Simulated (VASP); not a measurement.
Wanted: the native input for a VASP 6.6.1 run.

```
Task                   : single point
Functional             : LDA
Potentials or basis    : VASP PAW PBE potentials, release 64 (Eu, O)
Cutoff                 : 600 eV
k mesh                 : 9 × 9 × 9
Occupations            : fermi-dirac, width 0.1 eV
Spin                   : collinear spin, ferromagnetic start
Starting moments       : [7.0, 0.0] μB
Hubbard terms          : Eu f U = 6.0 eV
Dipole correction      : no
Further INCAR settings : ALGO = Normal; EDIFF = 1e-06; NBANDS = 22
```

The structure of EuO lies in POSCAR:

```
EuO
1.0
    0.0000000000      2.5719500000      2.5719500000
    2.5719500000      0.0000000000      2.5719500000
    2.5719500000      2.5719500000      0.0000000000
Eu O
1 1
Direct
    0.0000000000      0.0000000000      0.0000000000
    0.5000000000      0.5000000000      0.5000000000
```

These files were run (other wordings do the same):

INCAR

```
SYSTEM = EuO
  ALGO = Normal
  EDIFF = 1E-6
  ENCUT = 600
  GGA = CA
  GGA_COMPAT = .False.
  ISIF = 2
  ISMEAR = -1
  ISPIN = 2
  LASPH = .True.
  LCHARG = .True.
  LDAU = .True.
  LDAUJ = 0 0
  LDAUL = 3 -1
  LDAUPRINT = 1
  LDAUTYPE = 2
  LDAUU = 6 0
  LELF = .True.
  LMAXMIX = 6
  LORBIT = 11
  LREAL = .False.
  LVHAR = .True.
  LWAVE = .False.
  MAGMOM = 7 0
  NBANDS = 22
  NELM = 200
  PREC = Accurate
  SIGMA = 0.1
```

KPOINTS

```
k-points
0
Gamma
  9 9 9
  0 0 0
```

Potentials or basis: VASP PAW PBE potentials, release 64 (Eu, O).

The run is started by

```sh
$ cat potpaw_PBE.64/Eu/POTCAR potpaw_PBE.64/O/POTCAR > POTCAR
$ mpirun -np 1 vasp_std > vasp.out
```

Results of the run:

```
Pressure                                              : -7.2 GPa
Band gap on the k mesh                                : zero (filled and empty bands overlap)
Net moment                                            : 7.00 μB per cell
Site moments                                          : Eu +6.74; O -0.08 μB
Valence electrons inside the program's atomic spheres : Eu 14.88; O 4.92
```

Caveat: the PAW data sets were made with another functional, which shifts forces and pressure a little; spin-orbit coupling is left out, which moves the levels of the heavy elements; a cell with one magnetic atom can't hold antiferromagnetic order, which such compounds often take.

It took 62 s on 1 thread of Intel(R) Xeon(R) Platinum 8559C (Emerald Rapids), with other jobs on the host, peak memory 0.2 GiB.
